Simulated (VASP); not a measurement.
# CaS (Fm-3m) in VASP: single point with PBE

Aim: the single point of CaS with PBE.

Program: VASP 6.6.1. These are calculated values, not measurements. Logs are shortened: lines on timing, memory, paths and dates and some standing lists are left out, and cuts for length are marked.

### 1 The cell of the first run

It takes space group Fm-3m (No. 225, cubic). Conventional cell: a = 5.712 Å, b = 5.712 Å, c = 5.712 Å, α = 90.00°, β = 90.00°, γ = 90.00°. Within 3.8 Å of Ca (site symmetry m-3m) lie 6 S at 2.86 Å. S (site symmetry m-3m) has 6 Ca at 2.86 Å within 3.8 Å.

### 2 Single point, PBE

The input, INCAR:

```
PREC = Accurate
ENCUT = 500
EDIFF = 1E-6
ISMEAR = 0
SIGMA = 0.01
LREAL = F
LASPH = T
NELM = 120
ALGO = Normal
ISIF = 2
LWAVE = F
LCHARG = F
GGA = PE
NBANDS = 15
GGA_COMPAT = F
```

The input, KPOINTS:

```
regular mesh
0
Gamma
  8 8 8
```

The input, POSCAR:

```
CaS
1.0
    0.0000000000      2.8558999556      2.8558999556
    2.8558999556      0.0000000000      2.8558999556
    2.8558999556      2.8558999556      0.0000000000
Ca S
1 1
Direct
    0.0000000000      0.0000000000      0.0000000000
    0.5000000000      0.5000000000      0.5000000000
```

Potentials or basis: VASP PAW PBE potentials, release 64 (Ca_sv, S).

On the command line:

```bash
$ cat potpaw_PBE.64/Ca_sv/POTCAR potpaw_PBE.64/S/POTCAR > POTCAR
$ mpirun -np 1 vasp_std > vasp.out
```

OUTCAR:

```text
PREC = Accurate
   ENCUT = 500
   EDIFF = 1E-6
   ISMEAR = 0
   LREAL = F
   LASPH = T
   NELM = 120
   ISIF = 2
   GGA = PE

 ion  position               nearest neighbor table
   1  0.000  0.000  0.000-   2 2.86   2 2.86   2 2.86   2 2.86   2 2.86   2 2.86
   2  0.500  0.500  0.500-   1 2.86   1 2.86   1 2.86   1 2.86   1 2.86   1 2.86

  LATTYP: Found a face centered cubic cell.
 ALAT       =     5.7117999112

  Lattice vectors:

 A1 = (   0.0000000000,   2.8558999556,   2.8558999556)
 A2 = (   2.8558999556,   0.0000000000,   2.8558999556)
 A3 = (   2.8558999556,   2.8558999556,   0.0000000000)

Analysis of symmetry for initial positions (statically):
=====================================================================
 Subroutine PRICEL returns:
 Original cell was already a primitive cell.

 Routine SETGRP: Setting up the symmetry group for a
 face centered cubic supercell.

 Subroutine GETGRP returns: Found 48 space group operations
 (whereof 48 operations were pure point group operations)
 out of a pool of 48 trial point group operations.

The static configuration has the point symmetry O_h .

Analysis of symmetry for dynamics (positions and initial velocities):
=====================================================================
 Subroutine PRICEL returns:
 Original cell was already a primitive cell.

 Routine SETGRP: Setting up the symmetry group for a
 face centered cubic supercell.

 Subroutine GETGRP returns: Found 48 space group operations
 (whereof 48 operations were pure point group operations)
 out of a pool of 48 trial point group operations.

The dynamic configuration has the point symmetry O_h .

 Subroutine INISYM returns: Found 48 space group operations
 (whereof 48 operations are pure point group operations),
 and found     1 'primitive' translations

----------------------------------------------------------------------------------------

                                     Primitive cell

  volume of cell :      46.5864

  direct lattice vectors                    reciprocal lattice vectors
     0.000000000  2.855899956  2.855899956    -0.175076161  0.175076161  0.175076161
     2.855899956  0.000000000  2.855899956     0.175076161 -0.175076161  0.175076161
     2.855899956  2.855899956  0.000000000     0.175076161  0.175076161 -0.175076161

  length of vectors
     4.038852450  4.038852450  4.038852450     0.303240806  0.303240806  0.303240806

  position of ions in fractional coordinates (direct lattice)
     0.000000000  0.000000000  0.000000000
[... 83 lines left out ...]
   NFREE  =      0    steps in history (QN), initial steepest desc. (CG)
   ISIF   =      2    stress and relaxation
   ISYM   =      2    0-nonsym 1-usesym 2-fastsym
   POTIM  = 0.5000    time-step for ionic-motion
   TEBEG  =    0.0;   TEEND  =   0.0 temperature during run
   PSTRESS=    0.0 pullay stress
   NELECT =      16.0000    total number of electrons
   NUPDOWN=      -1.0000    fix difference up-down
   EMIN   =  10.00;   EMAX   =-10.00  energy-range for DOS
   EFERMI =   0.00;   METHOD = LEGACY
   ISMEAR =     0;   SIGMA  =   0.01  broadening in eV -4-tet -1-fermi 0-gaus
   EFERMI_NEDOS =   21; number of points for ismear=-14 and -15
   IALGO  =     38    algorithm
   IMIX   =      4    mixing-type and parameters
     AMIX     =   0.40;   BMIX     =  1.00
     AMIX_MAG =   1.60;   BMIX_MAG =  1.00
  volume/ion in A,a.u.               =      23.29       157.19
  Fermi-wavevector in a.u.,A,eV,Ry     =   1.146468  2.166510 17.883338  1.314388
  Thomas-Fermi vector in A             =   2.283152
   LORBIT       =      0    0 simple, 1 ext, 2 COOP (PROOUT), +10 PAW based schemes
   GGA     = PE    functional components
   LHFCALC =     F    Hartree Fock is set to
   AEXX    =    0.0000 exact exchange contribution
   IVDW    =     0    specifies the selected vdW correction
   LEPSILON=     F    determine dielectric tensor
   LRPA    =     F    only Hartree local field effects (RPA)
 non-spin polarized calculation
 Gauss-broadening in eV      SIGMA  =   0.01
  energy-cutoff  :      500.00
  volume of cell :       46.59
 maximum number of plane-waves:      1243
 NGX is ok and might be reduce to    30
   NGX = 15   NGY = 15   NGZ = 15

 number of electron      16.0000004 magnetization

 Free energy of the ion-electron system (eV)
  ---------------------------------------------------
  ext. energy  EPLUGINS =         0.00000000
  ---------------------------------------------------
  free energy    TOTEN  =       -10.36486877 eV

  energy without entropy =      -10.36486877  energy(sigma->0) =      -10.36486877

 E-fermi :   2.7161     XC(G=0):  -9.2773

 val. band max:        2.6654909417   @ k =   0.0000   0.0000   0.0000
 cond. band min:       5.0423822786   @ k =   0.5000   0.5000   0.0000
 fundamental gap:      2.3768913369
 Fermi energy:         2.7161482387

 k-point     1 :       0.0000    0.0000    0.0000
  band No.  band energies     occupation
      1     -36.5628      2.00000
      2     -17.5416      2.00000
      3     -17.5416      2.00000
      4     -17.5416      2.00000
      5      -8.6314      2.00000
      6       2.6655      2.00000
      7       2.6655      2.00000
      8       2.6655      2.00000
      9       6.7580      0.00000
     10       6.8313      0.00000
     11       6.8313      0.00000
     12       6.8313      0.00000
     13       7.4174      0.00000
     14       7.4174      0.00000
[... 401 lines left out ...]
      2     -17.6721      2.00000
      3     -17.5893      2.00000
      4     -17.5668      2.00000
      5      -7.8718      2.00000
      6       0.0630      2.00000
      7       1.1878      2.00000
      8       1.5149      2.00000
      9       7.6349      0.00000
     10       7.9542      0.00000
     11       9.0742      0.00000
     12       9.3804      0.00000
     13       9.6655      0.00000
     14      10.6300      0.00000
     15      11.8964      0.00000

 [... further k-points ...]
[... 5 lines left out ...]
  --------------------------------------------------------------------------------------
  -------------------------------------------------------------------------------------
  Total        0.0417669      0.0417669      0.0417669      0.0000000     -0.0000000      0.0000000
  in kB        1.4364277      1.4364277      1.4364277      0.0000000     -0.0000000      0.0000000
  external PRESSURE =       1.4364277 kB  Pullay stress =       0.0000000 kB

 VOLUME and BASIS-vectors are now :
 -----------------------------------------------------------------------------
  energy-cutoff  :      500.00
  volume of cell :       46.59
      direct lattice vectors                 reciprocal lattice vectors
     0.000000000  2.855899956  2.855899956    -0.175076161  0.175076161  0.175076161
     2.855899956  0.000000000  2.855899956     0.175076161 -0.175076161  0.175076161
     2.855899956  2.855899956  0.000000000     0.175076161  0.175076161 -0.175076161

 POSITION                                       TOTAL-FORCE (eV/Angst)
 -----------------------------------------------------------------------------------
      0.00000      0.00000      0.00000         0.000000      0.000000     -0.000000
      2.85590      2.85590      2.85590         0.000000      0.000000      0.000000
 -----------------------------------------------------------------------------------
    total drift:                               -0.000000      0.000000      0.000000

  FREE ENERGIE OF THE ION-ELECTRON SYSTEM (eV)
  ---------------------------------------------------
  free  energy   TOTEN  =       -10.3648687711 eV

  energy  without entropy=      -10.3648687711  energy(sigma->0) =      -10.36486877
```

OSZICAR:

```text
N       E                     dE             d eps       ncg     rms          rms(c)
DAV:   1     0.110653366524E+03    0.11065E+03   -0.74550E+03   870   0.976E+02
DAV:   2    -0.582926317281E+01   -0.11648E+03   -0.10947E+03  1059   0.249E+02
DAV:   3    -0.104002005714E+02   -0.45709E+01   -0.45292E+01  1185   0.479E+01
DAV:   4    -0.106215093176E+02   -0.22131E+00   -0.22119E+00  1242   0.913E+00
DAV:   5    -0.106230337344E+02   -0.15244E-02   -0.15244E-02  1150   0.878E-01    0.504E+00
DAV:   6    -0.103650034060E+02    0.25803E+00   -0.40203E-01  1052   0.326E+00    0.336E+00
DAV:   7    -0.103580425929E+02    0.69608E-02   -0.10808E-01  1114   0.204E+00    0.180E+00
DAV:   8    -0.103650270905E+02   -0.69845E-02   -0.20436E-02   982   0.117E+00    0.336E-01
DAV:   9    -0.103645597765E+02    0.46731E-03   -0.11011E-03  1094   0.317E-01    0.854E-02
DAV:  10    -0.103648249983E+02   -0.26522E-03   -0.31177E-04  1058   0.125E-01    0.276E-02
DAV:  11    -0.103648689989E+02   -0.44001E-04   -0.76918E-05  1052   0.715E-02    0.247E-02
DAV:  12    -0.103648687711E+02    0.22775E-06   -0.40870E-06  1123   0.141E-02
   1 F= -.10364869E+02 E0= -.10364869E+02  d E =-.236868E-15
```

Run time: 23 s. Hardware: 1 thread of Intel Xeon 8259CL, shared host; peak memory 0.17 GiB.

What came out:

| Property | Result |
| --- | --- |
| Free energy | -10.3649 eV |
| Pressure | 0.1 GPa |
| Band gap on the k mesh | 2.38 eV (least direct gap 3.18 eV) |

Levels at points of the mesh, in eV from the valence-band top:
```
           k point  band 4  band 5  band 6  band 7  band 8  band 9  band 10  band 11  band 12  band 13
(0.00, 0.00, 0.00)  -20.21  -11.30    0.00    0.00    0.00    4.09     4.17     4.17     4.17     4.75
(0.50, 0.00, 0.00)  -20.22  -10.50   -3.06   -1.14   -1.14    5.20     6.03     6.17     6.17     8.09
(0.50, 0.50, 0.00)  -20.25  -10.68   -2.26   -0.80   -0.80    2.38     5.59     5.98     6.73     6.75
```
